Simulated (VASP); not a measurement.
# AlNi (Pm-3m) in VASP: a series of runs

AlNi is run at these levels: PBEsol, LDA; tasks: single point.

Program: VASP 6.6.1. These are calculated values, not measurements. Logs are shortened: lines on timing, memory, paths and dates and some standing lists are left out, and cuts for length are marked.

## 1. The cell of the first run

Symmetry: Pm-3m, No. 221, cubic system. Conventional cell: a = 2.773 Å, b = 2.773 Å, c = 2.773 Å, α = 90.00°, β = 90.00°, γ = 90.00°. Within 3.2 Å of Ni (site symmetry m-3m) lie 8 Al at 2.40 Å and 6 Ni at 2.77 Å. Within 3.2 Å of Al (site symmetry m-3m) lie 8 Ni at 2.40 Å and 6 Al at 2.77 Å.

## 2. Single point, PBEsol, collinear spin, ferromagnetic start

Contents of INCAR:

```
SYSTEM = AlNi
PREC     = Accurate       ! precision mode
ENCUT    = 520            ! plane-wave cutoff, eV
EDIFF    = 1E-6           ! SCF threshold, eV
ISMEAR   = -1             ! smearing method
SIGMA    = 0.05           ! smearing width, eV
LREAL    = .FALSE.        ! projectors in reciprocal space
LASPH    = .TRUE.         ! aspherical terms in the spheres
NELM     = 150            ! most SCF steps
ALGO     = Normal         ! electronic algorithm
ISIF     = 2              ! what is computed and relaxed
LWAVE    = .FALSE.        ! write WAVECAR
LCHARG   = .FALSE.        ! write CHGCAR
ISPIN    = 2              ! spin polarisation
MAGMOM   = 1 0            ! initial moments
LORBIT   = 11             ! projections on sites
LMAXMIX  = 4              ! l up to which the mixer works
GGA      = PS             ! functional
NBANDS   = 18             ! bands
```

Contents of KPOINTS:

```
Automatic mesh
0
G
  9 9 9
  0 0 0
```

Contents of POSCAR:

```
AlNi
1.0
    2.7734546037      0.0000000000      0.0000000000
    0.0000000000      2.7734546037      0.0000000000
    0.0000000000      0.0000000000      2.7734546037
Ni Al
1 1
Direct
    0.5000000000      0.5000000000      0.5000000000
    0.0000000000      0.0000000000      0.0000000000
```

Potentials or basis: VASP PAW PBE potentials, release 64 (Ni, Al).

Launch:

```
> cat potpaw_PBE.64/Ni/POTCAR potpaw_PBE.64/Al/POTCAR > POTCAR
> mpirun -np 1 vasp_std > vasp.out
```

OUTCAR:

```text
SYSTEM = AlNi
   PREC = Accurate
   ENCUT = 520
   EDIFF = 1E-6
   ISMEAR = -1
   LREAL = .FALSE.
   LASPH = .TRUE.
   NELM = 150
   ISIF = 2
   ISPIN = 2
   LORBIT = 11
   GGA = PS

 ion  position               nearest neighbor table
   1  0.500  0.500  0.500-   2 2.40   2 2.40   2 2.40   2 2.40   2 2.40   2 2.40   2 2.40   2 2.40

   2  0.000  0.000  0.000-   1 2.40   1 2.40   1 2.40   1 2.40   1 2.40   1 2.40   1 2.40   1 2.40

  LATTYP: Found a simple cubic cell.
 ALAT       =     2.7734546037

  Lattice vectors:

 A1 = (   2.7734546037,   0.0000000000,   0.0000000000)
 A2 = (   0.0000000000,   2.7734546037,   0.0000000000)
 A3 = (   0.0000000000,   0.0000000000,   2.7734546037)

Analysis of symmetry for initial positions (statically):
=====================================================================
 Subroutine PRICEL returns:
 Original cell was already a primitive cell.

 Routine SETGRP: Setting up the symmetry group for a
 simple cubic supercell.

 Subroutine GETGRP returns: Found 48 space group operations
 (whereof 48 operations were pure point group operations)
 out of a pool of 48 trial point group operations.

The static configuration has the point symmetry O_h .

Analysis of symmetry for dynamics (positions and initial velocities):
=====================================================================
 Subroutine PRICEL returns:
 Original cell was already a primitive cell.

 Routine SETGRP: Setting up the symmetry group for a
 simple cubic supercell.

 Subroutine GETGRP returns: Found 48 space group operations
 (whereof 48 operations were pure point group operations)
 out of a pool of 48 trial point group operations.

The dynamic configuration has the point symmetry O_h .

Analysis of structural, dynamic, and magnetic symmetry:
=====================================================================
 Subroutine PRICEL returns:
 Original cell was already a primitive cell.

 Routine SETGRP: Setting up the symmetry group for a
 simple cubic supercell.

 Subroutine GETGRP returns: Found 48 space group operations
 (whereof 48 operations were pure point group operations)
 out of a pool of 48 trial point group operations.

The overall configuration has the point symmetry O_h .

 Subroutine INISYM returns: Found 48 space group operations
 (whereof 48 operations are pure point group operations),
 and found     1 'primitive' translations

----------------------------------------------------------------------------------------

                                     Primitive cell

  volume of cell :      21.3336

  direct lattice vectors                    reciprocal lattice vectors
     2.773454604  0.000000000  0.000000000     0.360561157  0.000000000  0.000000000
     0.000000000  2.773454604  0.000000000     0.000000000  0.360561157  0.000000000
     0.000000000  0.000000000  2.773454604     0.000000000  0.000000000  0.360561157

  length of vectors
     2.773454604  2.773454604  2.773454604     0.360561157  0.360561157  0.360561157

  position of ions in fractional coordinates (direct lattice)
     0.500000000  0.500000000  0.500000000
     0.000000000  0.000000000  0.000000000

  ion indices of the primitive-cell ions
   primitive index   ion index
                 1           1
                 2           2

----------------------------------------------------------------------------------------

 KPOINTS: Automatic mesh

Automatic generation of k-mesh.
 Grid dimensions read from file:
 generate k-points for:    9    9    9

 Generating k-lattice:

  Cartesian coordinates                     Fractional coordinates (reciprocal lattice)
     0.040062351  0.000000000  0.000000000     0.111111111  0.000000000  0.000000000
     0.000000000  0.040062351  0.000000000     0.000000000  0.111111111  0.000000000
     0.000000000  0.000000000  0.040062351     0.000000000  0.000000000  0.111111111

  Length of vectors
     0.040062351  0.040062351  0.040062351

  Shift w.r.t. Gamma in fractional coordinates (k-lattice)
     0.000000000  0.000000000  0.000000000

 Subroutine IBZKPT returns following result:
 ===========================================

 Found     35 irreducible k-points:

 Following reciprocal coordinates:
            Coordinates               Weight
  0.000000  0.000000  0.000000      1.000000
  0.111111  0.000000  0.000000      6.000000
  0.222222  0.000000  0.000000      6.000000
  0.333333  0.000000  0.000000      6.000000
  0.444444  0.000000  0.000000      6.000000
  0.111111  0.111111  0.000000     12.000000
[... 16 lines left out ...]
  0.333333  0.333333  0.111111     24.000000
  0.444444  0.333333  0.111111     48.000000
 [... further k-points ...]
   k-points           NKPTS =     35   k-points in BZ     NKDIM =     35   number of bands    NBANDS=     18
   number of dos      NEDOS =    301   number of ions     NIONS =      2
   total plane-waves  NPLWV =  13824
   dimension x,y,z NGX =    24 NGY =   24 NGZ =   24
   dimension x,y,z NGXF=    48 NGYF=   48 NGZF=   48
   ions per type =               1   1
   NGX,Y,Z   is equivalent  to a cutoff of  14.39, 14.39, 14.39 a.u.
   NGXF,Y,Z  is equivalent  to a cutoff of  28.77, 28.77, 28.77 a.u.
 SYSTEM =  AlNi
   PREC   = accura    normal or accurate (medium, high low for compatibility)
   ISTART =      0    job   : 0-new  1-cont  2-samecut
   ICHARG =      2    charge: 1-file 2-atom 10-const
   ISPIN  =      2    spin polarized calculation?
   LNONCOLLINEAR =      F non collinear calculations
   LSORBIT =      F    spin-orbit coupling
   LASPH  =      T    aspherical Exc in radial PAW
   ENCUT  =  520.0 eV  38.22 Ry    6.18 a.u.   5.16  5.16  5.16*2*pi/ulx,y,z
   NELM   =    150;   NELMIN=  2; NELMDL= -5     # of ELM steps
   EDIFF  = 0.1E-05   stopping-criterion for ELM
   LREAL  =      F    real-space projection
   EDIFFG = 0.1E-04   stopping-criterion for IOM
   NSW    =      0    number of steps for IOM
   IBRION =     -1    ionic relax: 0-MD 1-quasi-New 2-CG
   NFREE  =      0    steps in history (QN), initial steepest desc. (CG)
   ISIF   =      2    stress and relaxation
   ISYM   =      2    0-nonsym 1-usesym 2-fastsym
   POTIM  = 0.5000    time-step for ionic-motion
   TEBEG  =    0.0;   TEEND  =   0.0 temperature during run
   PSTRESS=    0.0 pullay stress
   NELECT =      13.0000    total number of electrons
   NUPDOWN=      -1.0000    fix difference up-down
   EMIN   =  10.00;   EMAX   =-10.00  energy-range for DOS
   EFERMI =   0.00;   METHOD = LEGACY
   ISMEAR =    -1;   SIGMA  =   0.05  broadening in eV -4-tet -1-fermi 0-gaus
   EFERMI_NEDOS =   21; number of points for ismear=-14 and -15
   IALGO  =     38    algorithm
   IMIX   =      4    mixing-type and parameters
     AMIX     =   0.40;   BMIX     =  1.00
     AMIX_MAG =   1.60;   BMIX_MAG =  1.00
  volume/ion in A,a.u.               =      10.67        71.98
  Fermi-wavevector in a.u.,A,eV,Ry     =   1.387932  2.622811 26.209658  1.926356
  Thomas-Fermi vector in A             =   2.512106
   LORBIT       =     11    0 simple, 1 ext, 2 COOP (PROOUT), +10 PAW based schemes
   GGA     = PS    functional components
   LHFCALC =     F    Hartree Fock is set to
   AEXX    =    0.0000 exact exchange contribution
   IVDW    =     0    specifies the selected vdW correction
   LEPSILON=     F    determine dielectric tensor
   LRPA    =     F    only Hartree local field effects (RPA)
 spin polarized calculation
  energy-cutoff  :      520.00
  volume of cell :       21.33
 maximum number of plane-waves:       587
 NGX is ok and might be reduce to    24
   NGX = 11   NGY = 11   NGZ = 11

 number of electron      12.9999996 magnetization       0.0116595

 number of electron      12.9999996 magnetization      -0.0001901

 Free energy of the ion-electron system (eV)
  ---------------------------------------------------
  ext. energy  EPLUGINS =         0.00000000
  ---------------------------------------------------
  free energy    TOTEN  =       -11.46338851 eV

  energy without entropy =      -11.45773583  energy(sigma->0) =      -11.46056217

 E-fermi :  11.5284     XC(G=0): -12.7327

 val. band max:       11.4677424487   @ k =   0.3333   0.1111   0.0000
 cond. band min:      11.5947070595   @ k =   0.3333   0.1111   0.1111
 fundamental gap:      0.1269646108
 Fermi energy:        11.5284319776

 spin component 1

 k-point     1 :       0.0000    0.0000    0.0000
  band No.  band energies     occupation
      1      -0.5120      1.00000
      2       7.6432      1.00000
      3       7.6432      1.00000
      4       9.6782      1.00000
      5       9.6782      1.00000
      6       9.6782      1.00000
[... 10 lines left out ...]
     17      36.0187      0.00000
     18      36.0187      0.00000

 k-point     2 :       0.1111    0.0000    0.0000
  band No.  band energies     occupation
      1      -0.2658      1.00000
      2       7.6268      1.00000
      3       7.7054      1.00000
      4       9.5676      1.00000
      5       9.5676      1.00000
      6       9.6906      1.00000
[... 10 lines left out ...]
     17      36.0650      0.00000
     18      37.2750      0.00000

 k-point     3 :       0.2222    0.0000    0.0000
  band No.  band energies     occupation
      1       0.4623      1.00000
      2       7.4242      1.00000
      3       7.8677      1.00000
      4       9.3085      1.00000
      5       9.3085      1.00000
      6       9.7220      1.00000
[... 412 lines left out ...]
 k-point    23 :       0.3333    0.3333    0.1111
  band No.  band energies     occupation
      1       3.7510      1.00000
      2       7.2215      1.00000
      3       7.8699      1.00000
      4       8.7002      1.00000
      5       9.1421      1.00000
      6       9.2163      1.00000
[... 10 lines left out ...]
     17      34.2304      0.00000
     18      39.2187      0.00000

 k-point    24 :       0.4444    0.3333    0.1111
  band No.  band energies     occupation
      1       4.9261      1.00000
      2       6.5172      1.00000
      3       8.0252      1.00000
      4       8.5573      1.00000
      5       9.2223      1.00000
      6       9.4082      1.00000
[... 10 lines left out ...]
     17      35.5400      0.00000
     18      39.8575      0.00000

 [... further k-points ...]

 spin component 2

 k-point     1 :       0.0000    0.0000    0.0000
  band No.  band energies     occupation
      1      -0.5120      1.00000
      2       7.6429      1.00000
      3       7.6429      1.00000
      4       9.6779      1.00000
      5       9.6779      1.00000
      6       9.6779      1.00000
[... 10 lines left out ...]
     17      36.0188      0.00000
     18      36.0188      0.00000

 k-point     2 :       0.1111    0.0000    0.0000
  band No.  band energies     occupation
      1      -0.2658      1.00000
      2       7.6265      1.00000
      3       7.7051      1.00000
      4       9.5673      1.00000
      5       9.5673      1.00000
      6       9.6903      1.00000
[... 10 lines left out ...]
     17      36.0650      0.00000
     18      37.2749      0.00000

 k-point     3 :       0.2222    0.0000    0.0000
  band No.  band energies     occupation
      1       0.4623      1.00000
      2       7.4239      1.00000
      3       7.8674      1.00000
      4       9.3082      1.00000
      5       9.3082      1.00000
      6       9.7217      1.00000
[... 412 lines left out ...]
 k-point    23 :       0.3333    0.3333    0.1111
  band No.  band energies     occupation
      1       3.7510      1.00000
      2       7.2213      1.00000
      3       7.8697      1.00000
      4       8.6999      1.00000
      5       9.1418      1.00000
      6       9.2159      1.00000
[... 10 lines left out ...]
     17      34.2304      0.00000
     18      39.2186      0.00000

 k-point    24 :       0.4444    0.3333    0.1111
  band No.  band energies     occupation
      1       4.9261      1.00000
      2       6.5171      1.00000
      3       8.0250      1.00000
      4       8.5570      1.00000
      5       9.2220      1.00000
      6       9.4079      1.00000
[... 10 lines left out ...]
     17      35.5401      0.00000
     18      39.8574      0.00000

 [... further k-points ...]
[... 5 lines left out ...]
  --------------------------------------------------------------------------------------
  -------------------------------------------------------------------------------------
  Total        2.6705906      2.6705906      2.6705906      0.0000000     -0.0000000      0.0000000
  in kB      200.5647988    200.5647988    200.5647988      0.0000000     -0.0000000      0.0000000
  external PRESSURE =     200.5647988 kB  Pullay stress =       0.0000000 kB

 VOLUME and BASIS-vectors are now :
 -----------------------------------------------------------------------------
  energy-cutoff  :      520.00
  volume of cell :       21.33
      direct lattice vectors                 reciprocal lattice vectors
     2.773454604  0.000000000  0.000000000     0.360561157  0.000000000  0.000000000
     0.000000000  2.773454604  0.000000000     0.000000000  0.360561157  0.000000000
     0.000000000  0.000000000  2.773454604     0.000000000  0.000000000  0.360561157

 POSITION                                       TOTAL-FORCE (eV/Angst)
 -----------------------------------------------------------------------------------
      1.38673      1.38673      1.38673         0.000000      0.000000      0.000000
      0.00000      0.00000      0.00000         0.000000      0.000000      0.000000
 -----------------------------------------------------------------------------------
    total drift:                                0.000000      0.000000     -0.000000

  FREE ENERGIE OF THE ION-ELECTRON SYSTEM (eV)
  ---------------------------------------------------
  free  energy   TOTEN  =       -11.4633885148 eV

  energy  without entropy=      -11.4577358333  energy(sigma->0) =      -11.46056217

 total charge

# of ion       s       p       d       tot
------------------------------------------
    1        0.530   0.630   8.538   9.698
    2        0.396   0.467   0.000   0.863
--------------------------------------------------
tot          0.926   1.097   8.538  10.561

 magnetization (x)

# of ion       s       p       d       tot
------------------------------------------
    1       -0.000  -0.000  -0.000  -0.000
    2        0.000   0.000   0.000   0.000
--------------------------------------------------
tot         -0.000   0.000  -0.000  -0.000
```

It took 9.7 s on 1 thread of Intel Xeon 6975P-C (Granite Rapids), shared host; peak memory 0.15 GiB.

Results:

| Item | Value |
| --- | --- |
| Free energy | -11.4634 eV |
| Pressure | 20.1 GPa |
| Net moment | 0.00 μB per cell |
| Valence electrons inside the program's atomic spheres | Ni 9.70; Al 0.86 |

Caveat: the PAW data sets were made with another functional, which shifts forces and pressure a little.

## 3. Single point, PBEsol, collinear spin, ferromagnetic start

This run uses another cell than the first one, of 11.13 Å³/atom, 1.044 times its volume.

Contents of INCAR:

```
PREC = Accurate
ENCUT = 520
EDIFF = 1E-6
ISMEAR = -1
SIGMA = 0.05
LREAL = F
LASPH = T
NELM = 150
ALGO = Normal
ISIF = 2
LWAVE = F
LCHARG = T
ISPIN = 2
MAGMOM = 1 0
LORBIT = 11
LMAXMIX = 4
GGA = PS
LELF = T
LVHAR = T
NBANDS = 18
```

Contents of KPOINTS:

```
Automatic mesh
0
Gamma
  9 9 9
```

Contents of POSCAR:

```
AlNi
1.0
    2.8131394837      0.0000000000      0.0000000000
    0.0000000000      2.8131394837      0.0000000000
    0.0000000000      0.0000000000      2.8131394837
Ni Al
1 1
Direct
    0.5000000000      0.5000000000      0.5000000000
    0.0000000000      0.0000000000      0.0000000000
```

Potentials or basis: VASP PAW PBE potentials, release 64 (Ni, Al).

Launch:

```
> cat potpaw_PBE.64/Ni/POTCAR potpaw_PBE.64/Al/POTCAR > POTCAR
> mpirun -np 1 vasp_std > vasp.out
```

It took 10 s on 1 thread of Intel Xeon 6975P-C (Granite Rapids), shared host; peak memory 0.16 GiB.

The run converged. Its results:

- Free energy: -11.5500 eV
- Pressure: 10.1 GPa
- Net moment: 0.00 μB per cell
- Valence electrons inside the program's atomic spheres: Ni 9.61; Al 0.84

Levels at points of the mesh, in eV from the Fermi level:
Spin up:
| k point | band 4 | band 5 | band 6 | band 7 | band 8 | band 9 |
| --- | --- | --- | --- | --- | --- | --- |
| (0.00, 0.00, 0.00) | -1.73 | -1.73 | -1.73 | 5.78 | 5.78 | 5.78 |
Spin down:
```
           k point  band 2  band 3  band 4  band 5  band 6  band 7  band 8  band 9  band 10  band 11
(0.00, 0.00, 0.00)   -3.63   -3.63   -1.73   -1.73   -1.73    5.78    5.78    5.78     8.35     8.35
```

Caveat: the PAW data sets were made with another functional, which shifts forces and pressure a little.

[end of part 1 of 2]
